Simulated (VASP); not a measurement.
A run of VASP 6.6.1:

The input INCAR:

```
PREC = Accurate
ENCUT = 520
EDIFF = 1E-6
ISMEAR = 0
SIGMA = 0.15
LREAL = F
LASPH = T
NELM = 60
ALGO = Normal
ISIF = 2
LWAVE = F
LCHARG = F
GGA = PS
NBANDS = 16
```

KPOINTS

```
regular mesh
0
Gamma
  18 18 18
```

File POSCAR:

```
Si2Ni
1.0
    0.0000000000      2.5367553916      3.0441064699
    2.5367553916      0.0000000000      3.0441064699
    2.5367553916      2.5367553916      0.0000000000
Si Ni
2 1
Direct
    0.2500000000      0.2500000000      0.2500000000
    0.7500000000      0.7500000000      0.7500000000
    0.0000000000      0.0000000000      0.0000000000
```

Potentials or basis: VASP PAW PBE potentials, release 64 (Si, Ni).

The run is started by

```console
$ cat potpaw_PBE.64/Si/POTCAR potpaw_PBE.64/Ni/POTCAR > POTCAR
$ mpirun -np 1 vasp_std > vasp.out
```

Hardware: 1 thread of AMD EPYC 9R45 96-Core Processor (Zen 5) (shared host).

Task: Estimate the wall time of this run.

Result: Run time: 3.3 min on 1 thread of AMD EPYC 9R45 96-Core Processor (Zen 5) (shared host), peak memory 0.37 GiB. Counts: scf iterations 14, k points 480.
